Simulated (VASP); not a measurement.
A run of VASP 6.6.1 is set up as follows.

File INCAR:

```
SYSTEM = WS2
PREC = Accurate
ENCUT = 520
EDIFF = 1E-6
ISMEAR = -1
SIGMA = 0.05
LREAL = .FALSE.
LASPH = .TRUE.
NELM = 60
ALGO = Normal
ISIF = 2
LWAVE = .FALSE.
LCHARG = .FALSE.
GGA = PE
NBANDS = 20
```

File KPOINTS:

```
regular mesh
0
G
  8 8 3
  0 0 0
```

POSCAR

```
WS2
1.0
    3.4062151400      0.0000000000      0.0000000000
    0.0000000000      3.4062151400      0.0000000000
    0.0000000000      0.0000000000     10.7572837200
W S
1 2
Direct
    0.4863780000      0.5006850000      0.5001560000
    0.4950540000      0.4962770000      0.9176050000
    0.5074490000      0.5039300000      0.0824350000
```

Potentials or basis: VASP PAW PBE potentials, release 64 (W_sv, S).

Command:

```sh
$ cat potpaw_PBE.64/W_sv/POTCAR potpaw_PBE.64/S/POTCAR > POTCAR
$ mpirun -np 1 vasp_std > vasp.out
```

Problem. What does it give for the pressure?

Solution. -4.7 GPa.

Problem. Estimate the largest force.

Solution. 4.850 eV/Å.

Stress tensor (GPa, compression positive):
```
-12.37   0.00   0.08
  0.00 -12.38   0.05
  0.08   0.05  10.72
```

Caveat: the cell differs from its parent crystal (atoms moved at random); forces of over 1 eV/Å act on the atoms, so gaps and moduli don't describe the material at rest.
